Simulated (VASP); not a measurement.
# GaN: G0W0 quasiparticle levels with PBE

GaN:

```xyz
2
Lattice="0.0000 2.2490 2.2490 2.2490 0.0000 2.2490 2.2490 2.2490 0.0000" Properties=species:S:1:pos:R:3 pbc="T T T"
Ga    0.0000    0.0000    0.0000
N     1.1245    1.1245    1.1245
```

```json
{
  "Program": "VASP 6.6.1",
  "Task": "G0W0 quasiparticle levels",
  "Functional": "PBE",
  "Potentials or basis": "VASP PAW PBE potentials, release 64 (Ga_d_GW, N_GW)",
  "Cutoff": "500 eV",
  "k mesh": "6 × 6 × 6",
  "Occupations": "gaussian, width 0.01 eV",
  "Spin": "no spin polarisation",
  "Dipole correction": "no",
  "GW scheme": "G0W0",
  "GW iterations": "1",
  "Cutoff of the response function": "120",
  "Frequency points": "96",
  "Empty bands": "67",
  "Further INCAR settings": "ALGO = EVGW0; EDIFF = 1e-08; NBANDS = 76"
}
```

The quasiparticle gap is 2.89 eV and the least direct quasiparticle gap is 2.89 eV. The band gap of the starting levels on the mesh is 1.77 eV and the least direct gap of the starting levels on the mesh is 1.77 eV.

Run time: 5.8 min on 1 thread of AMD EPYC 9R45 96-Core Processor (Zen 5), on a shared host, peak memory 0.36 GiB.

Caveat: the k points lie up to 0.40 Å⁻¹ apart; bands, screening cutoff and mesh are small and nothing is extrapolated, so the quasiparticle values aren't converged; the structure was generated, so it needn't be the stable form of GaN.
